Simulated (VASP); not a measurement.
BaS (rocksalt type), 2 atoms in the cell. Symmetry: Fm-3m, No. 225, cubic system. The conventional cell has a = 5.771 Å, b = 5.771 Å, c = 5.771 Å, α = 90.00°, β = 90.00°, γ = 90.00°. Ba (site symmetry m-3m) has 6 S at 2.89 Å within 3.8 Å. S (site symmetry m-3m) has 6 Ba at 2.89 Å within 3.8 Å. 

- Program: VASP 6.6.1
- Task: single point
- Functional: LDA
- Potentials or basis: VASP PAW LDA potentials, release 64 (Ba_sv, S)
- Cutoff: 500 eV
- k mesh: 11 × 11 × 11
- Occupations: fermi-dirac, width 0.1 eV
- Spin: no spin polarisation
- Dipole correction: no
- Further INCAR settings: ALGO = Normal; EDIFF = 1e-06; NBANDS = 15

Potentials or basis: VASP PAW LDA potentials, release 64 (Ba_sv, S).

The run is started by

```console
$ cat potpaw_LDA.64/Ba_sv/POTCAR potpaw_LDA.64/S/POTCAR > POTCAR
$ mpirun -np 1 vasp_std > vasp.out
```

Hardware: 1 thread of Intel(R) Xeon(R) Platinum 8375C CPU @ 2.90GHz (Ice Lake), on a shared host.

Question: Estimate the wall time of this run.

Answer: Run time: 28 s on 1 thread of Intel(R) Xeon(R) Platinum 8375C CPU @ 2.90GHz (Ice Lake), with other jobs on the host, peak memory 0.17 GiB. Counts: scf iterations 12, k points 56.
